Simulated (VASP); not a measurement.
Set up this calculation in VASP 6.6.1, as the native input.

| Item | Value |
| --- | --- |
| Task | single point |
| Functional | PBE |
| Potentials or basis | VASP PAW PBE potentials, release 64 (Er_3, H), 4f in core |
| Cutoff | 500 eV |
| k mesh | 10 × 10 × 10 |
| Occupations | gaussian, width 0.1 eV |
| Spin | no spin polarisation |
| Dipole correction | no |
| Mended | yes |
| Further INCAR settings | ALGO = Normal; EDIFF = 1e-06; NBANDS = 22 |

The structure of Er3H lies in POSCAR:

```
Er3H
1.0
    4.6546201432      0.0000000000      0.0000000000
    0.0000000000      4.6546201432      0.0000000000
    0.0000000000      0.0000000000      4.6546201432
Er H
3 1
Direct
    0.0000000000      0.5000000000      0.5000000000
    0.5000000000      0.0000000000      0.5000000000
    0.5000000000      0.5000000000      0.0000000000
    0.0000000000      0.0000000000      0.0000000000
```

The cell was built from a structure type or drawn by symmetry, and may not be a known phase.

These files were run (other wordings do the same):

INCAR

```
  PREC = Accurate
  ENCUT = 500
  EDIFF = 1E-6
  ISMEAR = 0
  SIGMA = 0.1
  LREAL = F
  LASPH = T
  NELM = 200
  ALGO = Normal
  ISIF = 2
  LWAVE = F
  LCHARG = T
  GGA = PE
  LELF = T
  LVHAR = T
  NBANDS = 22
  GGA_COMPAT = F
  LMAXMIX = 6
```

KPOINTS

```
Automatic mesh
0
Gamma
  10 10 10
```

Potentials or basis: VASP PAW PBE potentials, release 64 (Er_3, H), 4f in core.

Launch:

```bash
$ cat potpaw_PBE.64/Er_3/POTCAR potpaw_PBE.64/H/POTCAR > POTCAR
$ mpirun -np 1 vasp_std > vasp.out
```

Results of the run:

The pressure is 0.3 GPa and the band gap on the k mesh is zero (bands 14 and 15 overlap by 1.96 eV).

Caveat: spin-orbit coupling is left out, which moves the levels of the heavy elements; the 4f electrons are frozen in the core, so they carry no moment and show no levels.

It took 42 s on 1 thread of Intel(R) Xeon(R) 6975P-C (Granite Rapids), on a shared host, peak memory 0.25 GiB.
